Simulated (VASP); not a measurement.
Write the native input for VASP 6.6.1 that does the following.

| Item | Value |
| --- | --- |
| Task | single point |
| Functional | PBE |
| Dispersion | D3(BJ) |
| Potentials or basis | VASP PAW PBE potentials, release 64 (Mo_sv, S) |
| Cutoff | 520 eV |
| k mesh | 8 × 8 × 2 |
| Occupations | gaussian, width 0.05 eV |
| Spin | no spin polarisation |
| Dipole correction | no |
| Further INCAR settings | ALGO = Normal; EDIFF = 1e-06; NBANDS = 35 |

The structure of MoS2 lies in POSCAR:

```
MoS2
1.0
    3.1491947499      0.0000000000      0.0000000000
   -1.5745973749      2.7272826549      0.0000000000
    0.0000000000      0.0000000000     12.0897450277
Mo S
2 4
Direct
    0.3333333333      0.6666666667      0.2500000000
    0.6666666667      0.3333333333      0.7500000000
    0.3333333333      0.6666666667      0.6204899759
    0.6666666667      0.3333333333      0.1204899759
    0.3333333333      0.6666666667      0.8795100241
    0.6666666667      0.3333333333      0.3795100241
```

These files were run (other wordings do the same):

INCAR

```
PREC = Accurate
ENCUT = 520
EDIFF = 1E-6
ISMEAR = 0
SIGMA = 0.05
LREAL = False
LASPH = True
NELM = 80
ALGO = Normal
ISIF = 2
LWAVE = False
LCHARG = False
GGA = PE
IVDW = 12
NBANDS = 35
```

KPOINTS

```
regular mesh
0
Gamma
  8 8 2
```

Potentials or basis: VASP PAW PBE potentials, release 64 (Mo_sv, S).

The run is started by

```bash
$ cat potpaw_PBE.64/Mo_sv/POTCAR potpaw_PBE.64/S/POTCAR > POTCAR
$ mpirun -np 1 vasp_std > vasp.out
```

It gave:

```json
{
 "Pressure": "-0.1 GPa",
 "Largest force": "0.011 eV/Å",
 "Band gap on the k mesh": "0.90 eV, indirect (least direct gap 1.97 eV)",
 "Dispersion energy per atom": "-0.438 eV"
}
```

Run time: 39 s on 1 thread of Intel(R) Xeon(R) Platinum 8559C (Emerald Rapids), with other jobs on the host, peak memory 0.25 GiB.
